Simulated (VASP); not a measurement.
# Hf (P6_3/mmc) in VASP: further runs, part 2 of 2

VASP 6.6.1. The steps go on from the part before.

## Step 3: Single point, r2SCAN (volume scaled by 1.06, then relaxed in part)

The input, POSCAR:

```
Hf
1.0
    3.2608174460      0.0000000000      0.0000000000
   -1.6304087230      2.8239507454      0.0000000000
    0.0000000000      0.0000000000      5.1446834785
Hf
2
Direct
    0.3333333333      0.6666666667      0.2500000000
    0.6666666667      0.3333333333      0.7500000000
```

The input, INCAR.step1:

```
SYSTEM = Hf
PREC     = Accurate       ! precision mode
ENCUT    = 520            ! plane-wave cutoff, eV
ISMEAR   = 0              ! smearing method
SIGMA    = 0.1            ! smearing width, eV
LREAL    = .FALSE.        ! projectors in reciprocal space
LASPH    = .TRUE.         ! aspherical terms in the spheres
NELM     = 60             ! most SCF steps
NBANDS   = 17             ! bands
GGA      = PE             ! functional
ALGO     = Normal         ! electronic algorithm
EDIFF    = 1E-4           ! SCF threshold, eV
LWAVE    = .TRUE.         ! write WAVECAR
LCHARG   = .FALSE.        ! write CHGCAR
```

The input, INCAR.step2:

```
SYSTEM = Hf
PREC     = Accurate       ! precision mode
ENCUT    = 520            ! plane-wave cutoff, eV
EDIFF    = 1E-6           ! SCF threshold, eV
ISMEAR   = 0              ! smearing method
SIGMA    = 0.1            ! smearing width, eV
LREAL    = .FALSE.        ! projectors in reciprocal space
LASPH    = .TRUE.         ! aspherical terms in the spheres
NELM     = 60             ! most SCF steps
ALGO     = Normal         ! electronic algorithm
ISIF     = 2              ! what is computed and relaxed
LWAVE    = .FALSE.        ! write WAVECAR
LCHARG   = .FALSE.        ! write CHGCAR
METAGGA  = R2SCAN         ! meta-GGA
LMIXTAU  = .TRUE.       
NBANDS   = 17             ! bands
ISTART   = 1
```

The input, KPOINTS:

```
regular mesh
0
G
  15 15 8
  0 0 0
```

Potentials or basis: VASP PAW PBE potentials, release 64 (Hf_pv).

The run is started by

```console
cat potpaw_PBE.64/Hf_pv/POTCAR > POTCAR
cp INCAR.step1 INCAR
mpirun -np 1 vasp_std > vasp.out
cp INCAR.step2 INCAR
mpirun -np 1 vasp_std > vasp.out
```

OUTCAR:

```text
SYSTEM = Hf
   PREC = Accurate
   ENCUT = 520
   EDIFF = 1E-6
   ISMEAR = 0
   LREAL = .FALSE.
   LASPH = .TRUE.
   NELM = 60
   ISIF = 2
   METAGGA = R2SCAN
   ISTART = 1

 ion  position               nearest neighbor table
   1  0.333  0.667  0.250-   2 3.19   2 3.19   2 3.19   2 3.19   2 3.19   2 3.19
   2  0.667  0.333  0.750-   1 3.19   1 3.19   1 3.19   1 3.19   1 3.19   1 3.19

  LATTYP: Found a hexagonal cell.
 ALAT       =     3.2608174460
 C/A-ratio  =     1.5777281506

  Lattice vectors:

 A1 = (   3.2608174460,   0.0000000000,   0.0000000000)
 A2 = (  -1.6304087230,   2.8239507454,   0.0000000000)
 A3 = (   0.0000000000,   0.0000000000,   5.1446834785)

Analysis of symmetry for initial positions (statically):
=====================================================================
 Subroutine PRICEL returns:
 Original cell was already a primitive cell.

 Routine SETGRP: Setting up the symmetry group for a
 hexagonal supercell.

 Subroutine GETGRP returns: Found 24 space group operations
 (whereof 12 operations were pure point group operations)
 out of a pool of 24 trial point group operations.

The static configuration has the point symmetry D_3d.
 The point group associated with its full space group is D_6h.

Analysis of symmetry for dynamics (positions and initial velocities):
=====================================================================
 Subroutine PRICEL returns:
 Original cell was already a primitive cell.

 Routine SETGRP: Setting up the symmetry group for a
 hexagonal supercell.

 Subroutine GETGRP returns: Found 24 space group operations
 (whereof 12 operations were pure point group operations)
 out of a pool of 24 trial point group operations.

The dynamic configuration has the point symmetry D_3d.
 The point group associated with its full space group is D_6h.

 Subroutine INISYM returns: Found 24 space group operations
 (whereof 12 operations are pure point group operations),
 and found     1 'primitive' translations
[... 112 lines left out ...]
   IALGO  =     38    algorithm
   IMIX   =      4    mixing-type and parameters
     AMIX     =   0.40;   BMIX     =  1.00
     AMIX_MAG =   1.60;   BMIX_MAG =  1.00
  volume/ion in A,a.u.               =      23.69       159.85
  Fermi-wavevector in a.u.,A,eV,Ry     =   1.228110  2.320792 20.521057  1.508255
  Thomas-Fermi vector in A             =   2.363048
   LORBIT       =      0    0 simple, 1 ext, 2 COOP (PROOUT), +10 PAW based schemes
   METAGGA = R2SCAN    functional components
   LHFCALC =     F    Hartree Fock is set to
   AEXX    =    0.0000 exact exchange contribution
   IVDW    =     0    specifies the selected vdW correction
   LEPSILON=     F    determine dielectric tensor
   LRPA    =     F    only Hartree local field effects (RPA)
 non-spin polarized calculation
 Gauss-broadening in eV      SIGMA  =   0.10
  energy-cutoff  :      520.00
  volume of cell :       47.37
 maximum number of plane-waves:      1302
   NGX = 13   NGY = 13   NGZ = 19

 number of electron      19.9999999 magnetization

 Free energy of the ion-electron system (eV)
  ---------------------------------------------------
  ext. energy  EPLUGINS =         0.00000000
  ---------------------------------------------------
  free energy    TOTEN  =       -90.24599311 eV

  energy without entropy =      -90.23917003  energy(sigma->0) =      -90.24258157

 E-fermi :   4.4664     XC(G=0): -11.8708

 val. band max:        4.4577804691   @ k =   0.3333   0.2667   0.2500
 cond. band min:       4.4745898617   @ k =   0.4000   0.2000   0.3750
 fundamental gap:      0.0168093927
 Fermi energy:         4.4663611299

 k-point     1 :       0.0000    0.0000    0.0000
  band No.  band energies     occupation
      1     -27.8715      2.00000
      2     -27.2374      2.00000
      3     -27.2374      2.00000
      4     -27.1304      2.00000
      5     -27.1282      2.00000
      6     -27.1282      2.00000
[... 457 lines left out ...]
      4     -27.4692      2.00000
      5     -27.3591      2.00000
      6     -27.3095      2.00000
[... 9 lines left out ...]
     16      10.3759      0.00000
     17      10.7682      0.00000

 [... further k-points ...]

------------------------ aborting loop because EDIFF is reached ----------------------------------------

  FORCE on cell =-STRESS in cart. coord.  units (eV):
  Direction    XX          YY          ZZ          XY          YZ          ZX
  --------------------------------------------------------------------------------------
  -------------------------------------------------------------------------------------
  Total       -1.8942075     -1.8942075     -1.8959679     -0.0000000      0.0000000     -0.0000000
  in kB      -64.0613185    -64.0613185    -64.1208553     -0.0000000      0.0000000     -0.0000000
  external PRESSURE =     -64.0811641 kB  Pullay stress =       0.0000000 kB

 VOLUME and BASIS-vectors are now :
 -----------------------------------------------------------------------------
  energy-cutoff  :      520.00
  volume of cell :       47.37
      direct lattice vectors                 reciprocal lattice vectors
     3.260817446  0.000000000  0.000000000     0.306671568  0.177056912  0.000000000
    -1.630408723  2.823950745  0.000000000     0.000000000  0.354113825  0.000000000
     0.000000000  0.000000000  5.144683479     0.000000000  0.000000000  0.194375418

 POSITION                                       TOTAL-FORCE (eV/Angst)
 -----------------------------------------------------------------------------------
     -0.00000      1.88263      1.28617         0.000000     -0.000000      0.000000
      1.63041      0.94132      3.85851        -0.000000      0.000000      0.000000
 -----------------------------------------------------------------------------------
    total drift:                               -0.000000      0.000000     -0.000000

  FREE ENERGIE OF THE ION-ELECTRON SYSTEM (eV)
  ---------------------------------------------------
  free  energy   TOTEN  =       -90.2459931142 eV

  energy  without entropy=      -90.2391700256  energy(sigma->0) =      -90.24258157
```

OUTCAR.step1:

```text
SYSTEM = Hf
   PREC = Accurate
   ENCUT = 520
   ISMEAR = 0
   LREAL = .FALSE.
   LASPH = .TRUE.
[... 704 lines left out ...]
     -0.00000      1.88263      1.28617         0.000000     -0.000000      0.000000
      1.63041      0.94132      3.85851         0.000000      0.000000      0.000000
 -----------------------------------------------------------------------------------
    total drift:                               -0.000000      0.000000     -0.000000

  FREE ENERGIE OF THE ION-ELECTRON SYSTEM (eV)
  ---------------------------------------------------
  free  energy   TOTEN  =       -19.8113489330 eV

  energy  without entropy=      -19.8037886646  energy(sigma->0) =      -19.80756880
```

OSZICAR.step1:

```text
N       E                     dE             d eps       ncg     rms          rms(c)
DAV:   1     0.494134340596E+02    0.49413E+02   -0.11357E+04  4598   0.111E+03
DAV:   2    -0.187499657617E+02   -0.68163E+02   -0.66508E+02  5933   0.246E+02
DAV:   3    -0.205833855092E+02   -0.18334E+01   -0.18152E+01  5922   0.269E+01
DAV:   4    -0.205999381206E+02   -0.16553E-01   -0.16537E-01  5858   0.303E+00
DAV:   5    -0.206001241142E+02   -0.18599E-03   -0.18589E-03  5951   0.279E-01    0.626E+01
DAV:   6    -0.200193041045E+02    0.58082E+00   -0.57071E-01  5492   0.475E+00    0.369E+01
DAV:   7    -0.198230727608E+02    0.19623E+00   -0.94315E-01  5574   0.583E+00    0.183E+00
DAV:   8    -0.198112685008E+02    0.11804E-01   -0.61772E-02  5444   0.158E+00    0.295E-01
DAV:   9    -0.198113650849E+02   -0.96584E-04   -0.12520E-03  6226   0.253E-01    0.191E-01
DAV:  10    -0.198113489330E+02    0.16152E-04   -0.64475E-05  3431   0.542E-02
   1 F= -.19811349E+02 E0= -.19807569E+02  d E =-.756027E-02
```

Wall time 2.4 min (1 thread of Intel Xeon 6975P-C, shared host); peak memory 0.24 GiB.

Results:

| Quantity | Value |
| --- | --- |
| Free energy | -90.2460 eV |
| Pressure | -6.4 GPa |
| Band gap on the k mesh | zero (band 10 reaches 5.75 eV, above the bottom of band 11 at 4.04 eV) |

Caveat: the cell differs from its parent crystal (volume scaled by 1.06, then relaxed in part); the PAW data sets were made with another functional, which shifts forces and pressure a little; spin-orbit coupling is left out, which moves the levels of the heavy elements.

## Step 4: Single point, r2SCAN

This run uses another cell than the first one, of 22.38 Å³/atom, 0.972 times its volume.

The input, POSCAR:

```
Hf
1.0
    3.1978869541      0.0000000000      0.0000000000
   -1.5989434771      2.7694513407      0.0000000000
    0.0000000000      0.0000000000      5.0547789260
Hf
2
Direct
    0.3333333333      0.6666666667      0.2500000000
    0.6666666667      0.3333333333      0.7500000000
```

The input, INCAR.step1:

```
SYSTEM = Hf
ALGO = Normal
EDIFF = 1E-4
ENCUT = 520
GGA = PE
ISMEAR = -1
LASPH = .True.
LCHARG = .False.
LREAL = .False.
LWAVE = .True.
NBANDS = 17
NELM = 60
PREC = Accurate
SIGMA = 0.15
```

The input, INCAR.step2:

```
SYSTEM = Hf
ALGO = Normal
EDIFF = 1E-7
ENCUT = 520
ISIF = 2
ISMEAR = -1
ISTART = 1
LASPH = .True.
LCHARG = .True.
LELF = .True.
LMIXTAU = .True.
LREAL = .False.
LVHAR = .True.
LWAVE = .False.
METAGGA = R2SCAN
NBANDS = 17
NELM = 60
PREC = Accurate
SIGMA = 0.15
```

The input, KPOINTS:

```
k-points
0
Gamma
  15 15 8
  0 0 0
```

The run is started by

```console
cat potpaw_PBE.64/Hf_pv/POTCAR > POTCAR
cp INCAR.step1 INCAR
mpirun -np 1 vasp_std > vasp.out
cp INCAR.step2 INCAR
mpirun -np 1 vasp_std > vasp.out
```

It took 2 min on 1 thread of Intel Xeon 6975P-C (Granite Rapids), shared host; peak memory 0.23 GiB.

It converged, with:

* Free energy: -90.3562 eV
* Pressure: -0.6 GPa
* Band gap on the k mesh: zero (band 10 reaches 6.16 eV, above the bottom of band 11 at 4.41 eV)

Stress tensor (GPa, compression positive):
```
-0.52  0.00  0.00
 0.00 -0.52  0.00
 0.00  0.00 -0.67
```

Levels at points of the mesh, in eV from the Fermi level:
```
           k point  band 7  band 8  band 9  band 10  band 11  band 12  band 13  band 14
(0.00, 0.00, 0.00)   -7.72   -3.81    0.44     1.36     1.36     1.68     2.24     2.24
(0.00, 0.00, 0.50)   -5.66   -5.66    0.19     0.19     1.27     1.27     1.27     1.27
```

Caveat: the PAW data sets were made with another functional, which shifts forces and pressure a little; spin-orbit coupling is left out, which moves the levels of the heavy elements.

## Step 5: Overview

| cell | smearing | gap on the mesh (eV) | pressure (GPa) |
| --- | --- | --- | --- |
| a = 3.230, b = 3.230, c = 5.096 Å, angles 90.0, 90.0, 120.0°, 2 atoms | gaussian 0.1 eV | none | -3.7 |
| a = 3.261, b = 3.261, c = 5.145 Å, angles 90.0, 90.0, 120.0°, 2 atoms | gaussian 0.1 eV | none | -6.4 |
| a = 3.198, b = 3.198, c = 5.055 Å, angles 90.0, 90.0, 120.0°, 2 atoms | fermi-dirac 0.15 eV | none | -0.6 |

Alike in all rows: task single point; level r2SCAN; potentials or basis VASP PAW PBE potentials, release 64 (Hf_pv); no spin polarisation; k mesh 15 × 15 × 8; cutoff (eV) 520.

Caveats: the PAW data sets were made with another functional, which shifts forces and pressure a little; spin-orbit coupling is left out, which moves the levels of the heavy elements.

Absolute energies hang on the potentials; compare differences alone.
